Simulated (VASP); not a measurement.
A run of VASP 6.6.1 is set up as follows.

Contents of INCAR:

```
PREC = Accurate
ENCUT = 520
EDIFF = 1E-6
ISMEAR = -1
SIGMA = 0.05
LREAL = False
LASPH = True
NELM = 100
ALGO = Fast
ISIF = 2
LWAVE = False
LCHARG = False
NBANDS = 20
```

File KPOINTS:

```
regular mesh
0
Gamma
  10 10 8
```

Contents of POSCAR:

```
Ga
1.0
    1.3830000000     -4.0265000000      0.0000000000
    1.3830000000      4.0265000000      0.0000000000
   -0.1174474948      0.0000000000      3.3299294416
Ga
2
Direct
    0.1310000000      0.8690000000      0.7500000000
    0.8690000000      0.1310000000      0.2500000000
```

Potentials or basis: VASP PAW LDA potentials, release 64 (Ga_d).

Launch:

```console
$ cat potpaw_LDA.64/Ga_d/POTCAR > POTCAR
$ mpirun -np 1 vasp_std > vasp.out
```

Q: Estimate the largest force.

A: 0.183 eV/Å.

Q: What does it give for the pressure?

A: -3.9 GPa.

Q: What does it give for the band gap on the k mesh?

A: Zero (band 13 reaches 9.36 eV, above the bottom of band 14 at 1.04 eV).

Stress tensor (GPa, compression positive):
```
-3.47  0.00  0.39
 0.00 -3.94  0.00
 0.39  0.00 -4.45
```
